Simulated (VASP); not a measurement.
Crystal: Zn.

```xyz
1
Lattice="0.0000 1.9906 1.9906 1.9906 0.0000 1.9906 1.9906 1.9906 0.0000" Properties=species:S:1:pos:R:3 pbc="T T T"
Zn    0.0000    0.0000    0.0000
```

This cell differs from its parent crystal: volume scaled by 1.04.

- Program: VASP 6.6.1
- Task: relaxation of cell and atoms
- Functional: PBEsol
- Potentials or basis: VASP PAW PBE potentials, release 64 (Zn)
- Cutoff: 600 eV
- k mesh: 12 × 12 × 12
- Occupations: fermi-dirac, width 0.01 eV
- Spin: no spin polarisation

At the start: pressure -7.0 GPa; volume 15.78 Å³/atom.

Question: How do energy, volume and symmetry change on relaxing?

Answer: Over 4 steps the energy falls by 39.6 meV/atom and the volume is 14.17 Å³/atom (-10.2 %); space group Fm-3m (No. 225, to 0.05 Å).

Step by step:
| step | energy change (eV) | largest force (eV/Å) | pressure (GPa) | volume (Å³) |
| --- | --- | --- | --- | --- |
| 1 | 0.0000 | 0.0000 | -7.03 | 15.78 |
| 2 | -0.0395 | 0.0000 | -0.64 | 14.25 |
| 3 | -0.0396 | 0.0000 | 0.24 | 14.14 |
| 4 | -0.0396 | 0.0000 | 0.01 | 14.17 |

Final structure:
```
Zn
1.0
     0.00000    1.92070    1.92070
     1.92070    0.00000    1.92070
     1.92070    1.92070    0.00000
Zn
1
Direct
  0.00000 0.00000 0.00000
```

Caveat: the cell differs from its parent crystal (volume scaled by 1.04); the PAW data sets were made with another functional, which shifts forces and pressure a little.
